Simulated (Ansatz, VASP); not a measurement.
# Two plane-wave programs on GaN

Contents of POSCAR:

```
GaN
1.0
    0.0000000000      2.2535006075      2.2535006075
    2.2535006075      0.0000000000      2.2535006075
    2.2535006075      2.2535006075      0.0000000000
Ga N
1 1
Direct
    0.0000000000      0.0000000000      0.0000000000
    0.2500000000      0.2500000000      0.2500000000
```

Contents of INCAR.step1:

```
SYSTEM = GaN
PREC = Accurate ; ENCUT = 520
EDIFF = 1E-5 ; ISMEAR = -1
SIGMA = 0.05 ; LREAL = .FALSE.
LASPH = .TRUE. ; NELM = 100
ALGO = Normal ; ISIF = 2
LWAVE = .TRUE. ; LCHARG = .FALSE.
GGA = PE ; NBANDS = 16
```

The input INCAR.step2:

```
SYSTEM = GaN
PREC = Accurate ; ENCUT = 520
EDIFF = 1E-6 ; ISMEAR = -1
SIGMA = 0.05 ; LREAL = .FALSE.
LASPH = .TRUE. ; NELM = 100
ALGO = Normal ; ISIF = 2
LWAVE = .FALSE. ; LCHARG = .FALSE.
GGA = PE ; LHFCALC = .TRUE.
AEXX = 1.0 ; ALDAC = 0.0
AGGAC = 0.0 ; PRECFOCK = Normal
ISTART = 1 ; NBANDS = 16
```

KPOINTS

```
regular mesh
0
G
  5 5 5
  0 0 0
```

File input.yaml:

```yaml
crystal:
  lattice:
    - [0.0, 2.2535006075, 2.2535006075]
    - [2.2535006075, 0.0, 2.2535006075]
    - [2.2535006075, 2.2535006075, 0.0]
  atoms:
    - { symbol: Ga, position: [0.0, 0.0, 0.0] }
    - { symbol: "N", position: [0.25, 0.25, 0.25] }
hamiltonian:
  xc: hf
  pseudopotentials: { kind: paw }
kpoints:
  mp_grid: { grid: [5, 5, 5] }
  band_path:
    path:
      - [[0.0, 0.0, 0.0], [0.5, 0.0, 0.5], [0.5, 0.25, 0.75], [0.375, 0.375, 0.75], [0.0, 0.0, 0.0], [0.5, 0.5, 0.5], [0.625, 0.25, 0.625], [0.5, 0.25, 0.75], [0.5, 0.5, 0.5], [0.375, 0.375, 0.75]]
      - [[0.625, 0.25, 0.625], [0.5, 0.0, 0.5]]
    npoints: 4
scf:
  occupations: { method: fermi_dirac, width: 0.05 }
  n_extra_bands: 6
output:
  forces: true
  stress: true
  eigenvalues: true
  fatbands: false
```

Alike in both runs: functional HF; k mesh 5 × 5 × 5; occupations fermi-dirac, width 0.05 eV; no spin polarisation.

```csv
,VASP,Ansatz
version,VASP 6.6.1,Ansatz 0.2.0
potentials or method,"VASP PAW PBE potentials, release 64 (Ga_d, N)",Ansatz PAW
plane-wave cutoff (eV),520,420
valence electrons in the cell,18,18
task,single point,band structure
```

|  | VASP | Ansatz | Ansatz less VASP |
| --- | --- | --- | --- |
| gap on the k mesh at the Fermi level (eV) | 10.65 | 10.52 | -0.131 |
| least direct gap on the mesh (eV) | 10.65 | 10.52 | -0.131 |
| pressure (GPa) | 0.2 | -0.7 | -0.84 |

VASP's potentials were made for PBE, not for HF.

The k mesh is coarse, so the values compare programs but aren't converged.
